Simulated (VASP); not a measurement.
Input of a VASP 6.6.1 run:

File INCAR:

```
SYSTEM = Cu
ALGO     = Fast           ! electronic algorithm
EDIFF    = 1E-7           ! SCF threshold, eV
ENCUT    = 520            ! plane-wave cutoff, eV
GGA      = PS             ! functional
ISIF     = 2              ! what is computed and relaxed
ISMEAR   = 0              ! smearing method
LASPH    = .TRUE.         ! aspherical terms in the spheres
LCHARG   = .FALSE.        ! write CHGCAR
LREAL    = .FALSE.        ! projectors in reciprocal space
LWAVE    = .FALSE.        ! write WAVECAR
NBANDS   = 18             ! bands
NELM     = 100            ! most SCF steps
PREC     = Accurate       ! precision mode
SIGMA    = 0.15           ! smearing width, eV
```

The input KPOINTS:

```
k-points
0
G
  24 24 12
  0 0 0
```

Contents of POSCAR:

```
Cu
1.0
    2.5879997678      0.0000000000      0.0000000000
   -1.2939998839      2.2412735439      0.0000000000
    0.0000000000      0.0000000000      4.0600540358
Cu
2
Direct
    0.3333333333      0.6666666667      0.2500000000
    0.6666666667      0.3333333333      0.7500000000
```

Potentials or basis: VASP PAW PBE potentials, release 64 (Cu).

Command:

```console
$ cat potpaw_PBE.64/Cu/POTCAR > POTCAR
$ mpirun -np 1 vasp_std > vasp.out
```

(1) What does it give for the pressure?

(2) Estimate the band gap on the k mesh.

## Answers

(1) -4.9 GPa.

(2) zero (bands 11 and 12 overlap by 5.77 eV).

Caveat: the stress differs along the axes, from -7 to 0 GPa; the PAW data sets were made with another functional, which shifts forces and pressure a little.
